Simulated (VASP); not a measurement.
Here is a VASP 6.6.1 calculation.

The input INCAR:

```
  PREC = Accurate
  ENCUT = 520
  EDIFF = 1E-6
  ISMEAR = 0
  SIGMA = 0.05
  LREAL = F
  LASPH = T
  NELM = 60
  ALGO = Normal
  ISIF = 2
  LWAVE = F
  LCHARG = T
  GGA = PS
  LELF = T
  LVHAR = T
  NBANDS = 18
```

Contents of KPOINTS:

```
Automatic mesh
0
Gamma
  8 8 8
```

The input POSCAR:

```
HfO2
1.0
    0.0000000000      2.5575000000      2.4935625000
    2.5575000000      0.0000000000      2.4935625000
    2.5575000000      2.5575000000      0.0000000000
Hf O
1 2
Direct
    0.0000000000      0.0000000000      0.0000000000
    0.2500000000      0.2500000000      0.2500000000
    0.7500000000      0.7500000000      0.7500000000
```

Potentials or basis: VASP PAW PBE potentials, release 64 (Hf_pv, O).

Run with:

```bash
$ cat potpaw_PBE.64/Hf_pv/POTCAR potpaw_PBE.64/O/POTCAR > POTCAR
$ mpirun -np 1 vasp_std > vasp.out
```

Predict the pressure.

-7.8 GPa.

Predict the band gap on the k mesh.

3.45 eV, indirect (least direct gap 3.47 eV).

Stress tensor (GPa, compression positive):
```
-11.75   0.00   0.00
  0.00 -11.75   0.00
  0.00   0.00   0.04
```

Caveat: the cell differs from its parent crystal (strain +0.000 along x and y, -0.025 along z); the PAW data sets were made with another functional, which shifts forces and pressure a little; spin-orbit coupling is left out, which moves the levels of the heavy elements. A k mesh can miss the band edges.
